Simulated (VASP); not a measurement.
A run of VASP 6.6.1:

The input INCAR:

```
PREC     = Accurate       # precision mode
ENCUT    = 910            # plane-wave cutoff, eV
EDIFF    = 1E-6           # SCF threshold, eV
ISMEAR   = -1             # smearing method
SIGMA    = 0.05           # smearing width, eV
LREAL    = False          # projectors in reciprocal space
LASPH    = True           # aspherical terms in the spheres
NELM     = 200            # most SCF steps
ALGO     = Normal         # electronic algorithm
ISIF     = 2              # what is computed and relaxed
LWAVE    = False          # write WAVECAR
LCHARG   = False          # write CHGCAR
LMAXMIX  = 4              # l up to which the mixer works
LDAU     = True           # DFT+U
LDAUTYPE = 2            
LDAUL    = 2 -1           # shell
LDAUU    = 4 0            # U, eV
LDAUJ    = 0 0          
LDAUPRINT= 1            
GGA      = PS             # functional
NBANDS   = 15             # bands
GGA_COMPAT= False
```

KPOINTS

```
Automatic mesh
0
Gamma
  11 11 11
```

POSCAR

```
TiC
1.0
    0.0000000000      2.1657188437      2.1657188437
    2.1657188437      0.0000000000      2.1657188437
    2.1657188437      2.1657188437      0.0000000000
Ti C
1 1
Direct
    0.0000000000      0.0000000000      0.0000000000
    0.5000000000      0.5000000000      0.5000000000
```

Potentials or basis: VASP PAW PBE potentials, release 64 (Ti_sv, C_h).

Run with:

```sh
$ cat potpaw_PBE.64/Ti_sv/POTCAR potpaw_PBE.64/C_h/POTCAR > POTCAR
$ mpirun -np 1 vasp_std > vasp.out
```

Hardware: 1 thread of Intel(R) Xeon(R) Platinum 8488C (Sapphire Rapids) (shared host).

Estimate the wall time of this run.

Wall time 32 s on 1 thread of Intel(R) Xeon(R) Platinum 8488C (Sapphire Rapids) (shared host), peak memory 0.2 GiB. Counts: scf iterations 15, k points 56.
